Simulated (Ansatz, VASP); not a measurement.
## One calculation of YbH3, two programs

```
Yb H
1.0
     0.00000    2.60497    2.60497
     2.60497    0.00000    2.60497
     2.60497    2.60497    0.00000
Yb H
1 3
Direct
  0.00000 0.00000 0.00000
  0.50000 0.50000 0.50000
  0.25000 0.25000 0.25000
  0.75000 0.75000 0.75000
```

Alike in both runs: functional PBE; k mesh 9 × 9 × 9; occupations fermi-dirac, width 0.05 eV; collinear spin; Hubbard terms Yb f U = 2.0 eV.

```csv
,VASP,Ansatz
version,VASP 6.6.1,Ansatz 0.2.0
potentials or method,"VASP PAW PBE potentials, release 64 (Yb, H)",Ansatz PAW
plane-wave cutoff (eV),520,420
valence electrons in the cell,27,27
task,single point,projected density of states
```

VASP gave:

* gap on the k mesh at the Fermi level (eV): none
* pressure (GPa): -5.0
* net moment per atom (μB): 0.00
* size of the moment on the site where the two differ most (μB): 0.00

Q: What did Ansatz give for the same quantities?

A: gap on the k mesh at the Fermi level (eV): none; pressure (GPa): -4.3; net moment per atom (μB): 0.08; size of the moment on the site where the two differ most (μB): 0.31.

Site moments also hang on the region over which each program counts them. The programs project onto different local orbitals, so the same U acts differently, and such runs can settle in different states. A gap of «none» marks a metal or a gap that the smearing closes.

Neither program's run includes spin-orbit coupling. Noted on Ansatz's run: the magnetic or orbital state may not be the lowest.
